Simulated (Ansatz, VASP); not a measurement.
## One calculation of ZnO, two programs

INCAR

```
SYSTEM = ZnO
PREC = Accurate
ENCUT = 600
EDIFF = 1E-6
ISMEAR = 0
SIGMA = 0.01
LREAL = .FALSE.
LASPH = .TRUE.
NELM = 80
ALGO = Normal
ISIF = 3
LWAVE = .FALSE.
LCHARG = .FALSE.
GGA = PE
IVDW = 13
IBRION = 2
NSW = 80
EDIFFG = -0.05
```

File KPOINTS:

```
Automatic mesh
0
G
  6 6 4
  0 0 0
```

POSCAR

```
ZnO
1.0
    3.2493080000      0.0000000000      0.0000000000
   -1.6246540000      2.8139832727      0.0000000000
    0.0000000000      0.0000000000      5.2057090000
Zn O
2 2
Direct
    0.3333330000      0.6666670000      0.5000000000
    0.6666670000      0.3333330000      0.0000000000
    0.6666670000      0.3333330000      0.3790100000
    0.3333330000      0.6666670000      0.8790100000
```

Input for Ansatz:

```yaml
crystal:
  lattice:
    - [3.249308, 0.0, 0.0]
    - [-1.6246539999999994, 2.813983272720007, 0.0]
    - [0.0, 0.0, 5.205709]
  atoms:
    - { symbol: Zn, position: [0.333333, 0.666667, 0.5] }
    - { symbol: Zn, position: [0.666667, 0.333333, 0.0] }
    - { symbol: O, position: [0.666667, 0.333333, 0.37901] }
    - { symbol: O, position: [0.333333, 0.666667, 0.8790099999999998] }
basis:
  ecutwfc: 420.0
kpoints:
  mp_grid:
    grid: [6, 6, 4]
hamiltonian:
  xc: pbe
  dispersion: d4
scf:
  occupations:
    method: fixed
relax:
  f_tol: 0.05
  cell: {}
```

Alike in both runs: task relaxation of cell and atoms; functional PBE; dispersion D4; k mesh 6 × 6 × 4; no spin polarisation.

|  | VASP | Ansatz |
| --- | --- | --- |
| version | VASP 6.6.1 | Ansatz 0.2.0 |
| potentials or method | VASP PAW PBE potentials, release 64 (Zn, O), cutoff 600 eV | plane waves, PAW |
| occupations | gaussian, width 0.01 eV | fixed |
| valence electrons in the cell | 36 | 36 |

|  | VASP | Ansatz | Ansatz less VASP |
| --- | --- | --- | --- |
| relaxed volume (Å³/atom) | 12.10 | 12.02 | -0.076 |
| relaxed cell length with the largest relative difference (Å) | 3.263 | 3.252 | -0.0105 |

Ansatz's warnings: structure snapped to symmetry.
